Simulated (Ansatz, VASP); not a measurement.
# Ni in VASP and in Ansatz

POSCAR

```
Ni
1.0
    0.0000000000      1.6650882909      1.6650882909
    1.6650882909      0.0000000000      1.6650882909
    1.6650882909      1.6650882909      0.0000000000
Ni
1
Direct
    0.0000000000      0.0000000000      0.0000000000
```

Contents of INCAR.step1:

```
SYSTEM = Ni
ALGO = Normal ; EDIFF = 1E-4
ENCUT = 520 ; GGA = PE
ISMEAR = 0 ; ISPIN = 2
LASPH = .TRUE. ; LCHARG = .FALSE.
LDAU = .TRUE. ; LDAUJ = 0
LDAUL = 2 ; LDAUTYPE = 2
LDAUU = 2 ; LMAXMIX = 4
LREAL = .FALSE. ; LWAVE = .TRUE.
MAGMOM = 1 ; NBANDS = 15
NELM = 150 ; PREC = Accurate
SIGMA = 0.025
```

Contents of INCAR.step2:

```
SYSTEM = Ni
ALGO = Normal ; BPARAM = 11.95
CPARAM = 0.0093 ; EDIFF = 1E-7
ENCUT = 520 ; ISIF = 2
ISMEAR = 0 ; ISPIN = 2
ISTART = 1 ; IVDW_NL = 2
LASPH = .TRUE. ; LCHARG = .FALSE.
LDAU = .TRUE. ; LDAUJ = 0
LDAUL = 2 ; LDAUPRINT = 1
LDAUTYPE = 2 ; LDAUU = 2
LMAXMIX = 4 ; LMIXTAU = .TRUE.
LORBIT = 11 ; LREAL = .FALSE.
LUSE_VDW = .TRUE. ; LWAVE = .FALSE.
MAGMOM = 1 ; METAGGA = R2SCAN
NBANDS = 15 ; NELM = 150
PREC = Accurate ; SIGMA = 0.025
```

The input KPOINTS:

```
k-points
0
G
  13 13 13
  0 0 0
```

File input.yaml:

```yaml
crystal:
  lattice:
    - [0.0, 1.6650882909, 1.6650882909]
    - [1.6650882909, 0.0, 1.6650882909]
    - [1.6650882909, 1.6650882909, 0.0]
  atoms:
    - { symbol: Ni, position: [0.0, 0.0, 0.0], spin: 1.0 }
hamiltonian:
  xc: r2scan
  pseudopotentials: { kind: nc, accuracy: standard }
  dispersion: rvv10
  hubbard:
    sites: [{ species: Ni, l: d, u_eff: 2.0 }]
    projectors: ortho-atomic
    double_counting: fll
magnetization:
  spin_polarized: true
kpoints:
  mp_grid: { grid: [13, 13, 13] }
scf:
  occupations: { method: gaussian, width: 0.025 }
  n_extra_bands: 6
  convergence: { dr2_threshold: 1.0e-09 }
output:
  forces: true
  stress: true
  eigenvalues: true
  dos: { projected: false, de: 0.05, nscf_kmesh: { grid: [20, 20, 20] } }
```

Alike in both runs: functional r2SCAN; dispersion rVV10; k mesh 13 × 13 × 13; occupations gaussian, width 0.025 eV; collinear spin; Hubbard terms Ni d U = 2.0 eV.

```csv
,VASP,Ansatz
version,VASP 6.6.1,Ansatz 0.2.0
potentials or method,"VASP PAW PBE potentials, release 64 (Ni)",PseudoDojo standard (PBE files)
plane-wave cutoff (eV),520,1333
valence electrons in the cell,10,18
task,single point,density of states
```

|  | VASP | Ansatz | Ansatz less VASP |
| --- | --- | --- | --- |
| gap on the k mesh at the Fermi level (eV) | none | none | - |
| net moment per atom (μB) | 0.64 | 0.64 | 0.000 |
| size of the moment on the site where the two differ most (μB) | 0.65 | 0.71 | +0.065 |

VASP's potentials were made for PBE, not for r2SCAN. Site moments also hang on the region over which each program counts them. The programs project onto different local orbitals, so the same U acts differently, and such runs can settle in different states. A gap of «none» marks a metal or a gap that the smearing closes. VASP's potentials hold 10 valence electrons a cell and Ansatz's 18, so a difference there can come from the potentials and not from the codes.

Noted on Ansatz's run: the meta-GGA runs on potentials made for a GGA; the rVV10 pressure on norm-conserving files is uncertain; the magnetic or orbital state may not be the lowest.
